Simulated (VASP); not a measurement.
# C (R-3m) in VASP: a series of runs

The runs below take C through single point, with rpbe exchange, lyp correlation.

Everything below comes from runs of VASP 6.6.1. Logs are shortened: lines on timing, memory, paths and dates and some standing lists are left out, and cuts for length are marked.

**1. The cell of the first run**

It takes space group R-3m (No. 166, trigonal). Conventional cell: a = 2.416 Å, b = 2.416 Å, c = 24.341 Å, α = 90.00°, β = 90.00°, γ = 120.00°. C (site symmetry 3m) has 3 C at 1.39 Å within 1.9 Å. C (site symmetry 3m) has 3 C at 1.39 Å within 1.9 Å.

**2. Single point, rpbe exchange, lyp correlation, collinear spin (10.25 Å³/atom)**

INCAR

```
SYSTEM = C
PREC = Accurate
ENCUT = 600
EDIFF = 1E-6
ISMEAR = 1
SIGMA = 0.1
LREAL = .False.
LASPH = .True.
NELM = 200
ALGO = Normal
ISIF = 2
LWAVE = .False.
LCHARG = .False.
ISPIN = 2
MAGMOM = 0.75 -0.25 0.75 -0.25
LORBIT = 11
NUPDOWN = 1.0
GGA = LIBXC
LIBXC1 = GGA_X_RPBE
LIBXC2 = GGA_C_LYP
NBANDS = 20
GGA_COMPAT = .False.
```

KPOINTS

```
Automatic mesh
0
Gamma
  12 12 12
  0 0 0
```

POSCAR

```
C
1.0
    1.2080139297      0.6974471676      8.1135346977
   -1.2080139297      0.6974471676      8.1135346977
    0.0000000000     -1.3948943350      8.1135346977
C
4
Direct
    0.0871730800      0.0871730800      0.0871730800
    0.7538500600      0.7538500600      0.7538500600
    0.2461499400      0.2461499400      0.2461499400
    0.9128269200      0.9128269200      0.9128269200
```

Potentials or basis: VASP PAW PBE potentials, release 64 (C).

Launch:

```sh
> cat potpaw_PBE.64/C/POTCAR > POTCAR
> mpirun -np 1 vasp_std > vasp.out
```

OUTCAR:

```text
SYSTEM = C
   PREC = Accurate
   ENCUT = 600
   EDIFF = 1E-6
   ISMEAR = 1
   LREAL = .False.
   LASPH = .True.
   NELM = 200
   ISIF = 2
   ISPIN = 2
   LORBIT = 11
   NUPDOWN = 1.0
   GGA = LIBXC

 ion  position               nearest neighbor table
   1  0.087  0.087  0.087-   2 1.39   2 1.39   2 1.39
   2  0.754  0.754  0.754-   1 1.39   1 1.39   1 1.39
   3  0.246  0.246  0.246-   4 1.39   4 1.39   4 1.39
   4  0.913  0.913  0.913-   3 1.39   3 1.39   3 1.39

  LATTYP: Found a trigonal (rhomboedric) cell.
 ALAT       =     8.2325679770
 COS(alpha) =     0.9569371044

  Lattice vectors:

 A1 = (   1.2080139297,   0.6974471676,   8.1135346977)
 A2 = (  -1.2080139297,   0.6974471676,   8.1135346977)
 A3 = (   0.0000000000,  -1.3948943350,   8.1135346977)

Analysis of symmetry for initial positions (statically):
=====================================================================
 Subroutine PRICEL returns:
 Original cell was already a primitive cell.

 Routine SETGRP: Setting up the symmetry group for a
 trigonal (rhombohedral) supercell.

 Subroutine GETGRP returns: Found 12 space group operations
 (whereof 12 operations were pure point group operations)
 out of a pool of 12 trial point group operations.

The static configuration has the point symmetry D_3d.

Analysis of symmetry for dynamics (positions and initial velocities):
=====================================================================
 Subroutine PRICEL returns:
 Original cell was already a primitive cell.

 Routine SETGRP: Setting up the symmetry group for a
 trigonal (rhombohedral) supercell.

 Subroutine GETGRP returns: Found 12 space group operations
 (whereof 12 operations were pure point group operations)
 out of a pool of 12 trial point group operations.

The dynamic configuration has the point symmetry D_3d.

Analysis of structural, dynamic, and magnetic symmetry:
=====================================================================
 Subroutine PRICEL returns:
 Original cell was already a primitive cell.

 Routine SETGRP: Setting up the symmetry group for a
 trigonal (rhombohedral) supercell.

 Subroutine GETGRP returns: Found  6 space group operations
 (whereof  6 operations were pure point group operations)
 out of a pool of 12 trial point group operations.

The overall configuration has the point symmetry C_3v.

 Subroutine INISYM returns: Found  6 space group operations
 (whereof  6 operations are pure point group operations),
 and found     1 'primitive' translations

----------------------------------------------------------------------------------------

                                     Primitive cell

  volume of cell :      41.0152

  direct lattice vectors                    reciprocal lattice vectors
     1.208013930  0.697447168  8.113534698     0.413902512  0.238966727  0.041083615
    -1.208013930  0.697447168  8.113534698    -0.413902512  0.238966727  0.041083615
     0.000000000 -1.394894335  8.113534698     0.000000000 -0.477933453  0.041083615

  length of vectors
     8.232567977  8.232567977  8.232567977     0.479695997  0.479695997  0.479695997

  position of ions in fractional coordinates (direct lattice)
     0.087173080  0.087173080  0.087173080
     0.753850060  0.753850060  0.753850060
     0.246149940  0.246149940  0.246149940
     0.912826920  0.912826920  0.912826920

  ion indices of the primitive-cell ions
   primitive index   ion index
                 1           1
                 2           2
                 3           3
                 4           4

----------------------------------------------------------------------------------------

 KPOINTS: Automatic mesh

Automatic generation of k-mesh.
 Grid dimensions read from file:
 generate k-points for:   12   12   12

 Generating k-lattice:

  Cartesian coordinates                     Fractional coordinates (reciprocal lattice)
     0.034491876  0.019913894  0.003423635     0.083333333 -0.000000000  0.000000000
    -0.034491876  0.019913894  0.003423635    -0.000000000  0.083333333  0.000000000
     0.000000000 -0.039827788  0.003423635     0.000000000  0.000000000  0.083333333

  Length of vectors
     0.039974666  0.039974666  0.039974666

  Shift w.r.t. Gamma in fractional coordinates (k-lattice)
     0.000000000  0.000000000  0.000000000

 Subroutine IBZKPT returns following result:
 ===========================================

 Found    189 irreducible k-points:

 Following reciprocal coordinates:
            Coordinates               Weight
  0.000000  0.000000  0.000000      1.000000
  0.083333  0.000000  0.000000      6.000000
  0.166667  0.000000  0.000000      6.000000
  0.250000  0.000000  0.000000      6.000000
  0.333333 -0.000000  0.000000      6.000000
  0.416667  0.000000 -0.000000      6.000000
[... 16 lines left out ...]
  0.500000  0.166667  0.000000     12.000000
 -0.416667  0.166667  0.000000     12.000000
 [... further k-points ...]
   k-points           NKPTS =    189   k-points in BZ     NKDIM =    189   number of bands    NBANDS=     20
   number of dos      NEDOS =    301   number of ions     NIONS =      4
   total plane-waves  NPLWV = 343000
   dimension x,y,z NGX =    70 NGY =   70 NGZ =   70
   dimension x,y,z NGXF=   140 NGYF=  140 NGZF=  140
   ions per type =               4
   NGX,Y,Z   is equivalent  to a cutoff of  14.14, 14.14, 14.14 a.u.
   NGXF,Y,Z  is equivalent  to a cutoff of  28.27, 28.27, 28.27 a.u.
 SYSTEM =  C
   PREC   = accura    normal or accurate (medium, high low for compatibility)
   ISTART =      0    job   : 0-new  1-cont  2-samecut
   ICHARG =      2    charge: 1-file 2-atom 10-const
   ISPIN  =      2    spin polarized calculation?
   LNONCOLLINEAR =      F non collinear calculations
   LSORBIT =      F    spin-orbit coupling
   LASPH  =      T    aspherical Exc in radial PAW
   ENCUT  =  600.0 eV  44.10 Ry    6.64 a.u.  16.44 16.44 16.44*2*pi/ulx,y,z
   NELM   =    200;   NELMIN=  2; NELMDL= -5     # of ELM steps
   EDIFF  = 0.1E-05   stopping-criterion for ELM
   LREAL  =      F    real-space projection
   EDIFFG = 0.1E-04   stopping-criterion for IOM
   NSW    =      0    number of steps for IOM
[... 5 lines left out ...]
   TEBEG  =    0.0;   TEEND  =   0.0 temperature during run
   PSTRESS=    0.0 pullay stress
   NELECT =      16.0000    total number of electrons
   NUPDOWN=       1.0000    fix difference up-down
   EMIN   =  10.00;   EMAX   =-10.00  energy-range for DOS
   EFERMI =   0.00;   METHOD = LEGACY
   ISMEAR =     1;   SIGMA  =   0.10  broadening in eV -4-tet -1-fermi 0-gaus
   EFERMI_NEDOS =   21; number of points for ismear=-14 and -15
   IALGO  =     38    algorithm
   IMIX   =      4    mixing-type and parameters
     AMIX     =   0.40;   BMIX     =  1.00
     AMIX_MAG =   1.60;   BMIX_MAG =  1.00
  volume/ion in A,a.u.               =      10.25        69.20
  Fermi-wavevector in a.u.,A,eV,Ry     =   1.196189  2.260470 19.468156  1.430869
  Thomas-Fermi vector in A             =   2.332136
   LORBIT       =     11    0 simple, 1 ext, 2 COOP (PROOUT), +10 PAW based schemes
   GGA     = LIBXC    functional components
   LHFCALC =     F    Hartree Fock is set to
   AEXX    =    0.0000 exact exchange contribution
   IVDW    =     0    specifies the selected vdW correction
   LEPSILON=     F    determine dielectric tensor
   LRPA    =     F    only Hartree local field effects (RPA)
 spin polarized calculation
 Methfessel and Paxton  Order N= 1 SIGMA  =   0.10
  energy-cutoff  :      600.00
  volume of cell :       41.02
 maximum number of plane-waves:      1389
 NGX is ok and might be reduce to    70
   NGX = 33   NGY = 33   NGZ = 33

 number of electron      16.0000000 magnetization       1.0000000

 Free energy of the ion-electron system (eV)
  ---------------------------------------------------
  ext. energy  EPLUGINS =         0.00000000
  ---------------------------------------------------
  free energy    TOTEN  =       -31.80660255 eV

  energy without entropy =      -31.80576765  energy(sigma->0) =      -31.80632425

 E-fermi :   1.7239     XC(G=0):  -8.5990

 val. band max:        5.8757880059   @ k =  -0.4167   0.1667   0.0833
 cond. band min:       1.7272356842   @ k =  -0.3333  -0.4167   0.1667
 fundamental gap:     -4.1485523216
 Fermi energy:         6.0499685760

 spin component 1

 k-point     1 :       0.0000    0.0000    0.0000
  band No.  band energies     occupation
      1     -16.1943      1.00000
      2     -16.1328      1.00000
      3      -4.6568      1.00000
      4      -4.0079      1.00000
      5       0.7733      1.00000
      6       0.7733      1.00000
[... 12 lines left out ...]
     19      17.4765      0.00000
[... 513 lines left out ...]
      4      -9.2908      1.00000
      5      -4.5915      1.00000
      6      -4.5836      1.00000
[... 12 lines left out ...]
     19      21.7066      0.00000
     20      23.0044      0.00000

 [... further k-points ...]

 spin component 2

 k-point     1 :       0.0000    0.0000    0.0000
  band No.  band energies     occupation
      1     -15.8781      1.00000
      2     -15.8170      1.00000
      3      -3.9839      1.00000
      4      -3.2719      1.00000
      5       0.9238      1.00000
      6       0.9238      1.00000
[... 12 lines left out ...]
     19      18.2915      0.00000
[... 513 lines left out ...]
      4      -9.0675      1.00000
      5      -4.4239      1.00000
      6      -4.4162      1.00000
[... 12 lines left out ...]
     19      21.9365      0.00000
     20      23.2484      0.00000

 [... further k-points ...]

------------------------ aborting loop because EDIFF is reached ----------------------------------------

  FORCE on cell =-STRESS in cart. coord.  units (eV):
  Direction    XX          YY          ZZ          XY          YZ          ZX
  --------------------------------------------------------------------------------------
  -------------------------------------------------------------------------------------
  Total        9.6905201      9.6905201      0.1024938      0.0000000      0.0000000      0.0000000
  in kB      378.5411215    378.5411215      4.0037170      0.0000000      0.0000000      0.0000000
  external PRESSURE =     253.6953200 kB  Pullay stress =       0.0000000 kB

 VOLUME and BASIS-vectors are now :
 -----------------------------------------------------------------------------
  energy-cutoff  :      600.00
  volume of cell :       41.02
      direct lattice vectors                 reciprocal lattice vectors
     1.208013930  0.697447168  8.113534698     0.413902512  0.238966727  0.041083615
    -1.208013930  0.697447168  8.113534698    -0.413902512  0.238966727  0.041083615
     0.000000000 -1.394894335  8.113534698     0.000000000 -0.477933453  0.041083615

 POSITION                                       TOTAL-FORCE (eV/Angst)
 -----------------------------------------------------------------------------------
      0.00000      0.00000      2.12185         0.000000     -0.000000     -0.006973
      0.00000      0.00000     18.34917         0.000000     -0.000000     -0.010208
      0.00000      0.00000      5.99144         0.000000      0.000000      0.010210
      0.00000      0.00000     22.21876         0.000000      0.000000      0.006972
 -----------------------------------------------------------------------------------
    total drift:                                0.000000     -0.000000     -0.000010

  FREE ENERGIE OF THE ION-ELECTRON SYSTEM (eV)
  ---------------------------------------------------
  free  energy   TOTEN  =       -31.8066025527 eV

  energy  without entropy=      -31.8057676496  energy(sigma->0) =      -31.80632425

 total charge

# of ion       s       p       d       tot
------------------------------------------
    1        0.880   1.858   0.000   2.738
    2        0.880   1.858   0.000   2.738
    3        0.880   1.858   0.000   2.738
    4        0.880   1.858   0.000   2.738
--------------------------------------------------
tot          3.521   7.433   0.000  10.954

 magnetization (x)

# of ion       s       p       d       tot
------------------------------------------
    1        0.004   0.128   0.000   0.132
    2        0.004   0.128   0.000   0.132
    3        0.004   0.128   0.000   0.132
    4        0.004   0.128   0.000   0.132
--------------------------------------------------
tot          0.016   0.512   0.000   0.529
```

It took 30 min on 1 thread of Intel Xeon 6975P-C (Granite Rapids), shared host; peak memory 1 GiB.

Results:

| Item | Value |
| --- | --- |
| Free energy | -31.8066 eV |
| Pressure | 25.4 GPa |
| Largest force | 0.010 eV/Å |
| Net moment | 1.00 μB per cell |
| Site moments | C +0.13 μB |
| Valence electrons inside the program's atomic spheres | C 2.74 |

Forces in eV/Å, atoms in the order of the input:
```
C    0.000  0.000 -0.007
C    0.000  0.000 -0.010
C    0.000  0.000  0.010
C    0.000  0.000  0.007
```

Stress tensor (GPa, compression positive):
```
37.85  0.00  0.00
 0.00 37.85  0.00
 0.00  0.00  0.40
```

Caveat: the stress differs along the axes, from 0 to 38 GPa; the PAW data sets were made with another functional, which shifts forces and pressure a little; the total moment is fixed, so each spin has its own Fermi level and the state may be an excited one.

(Continued in part 2 of 2.)
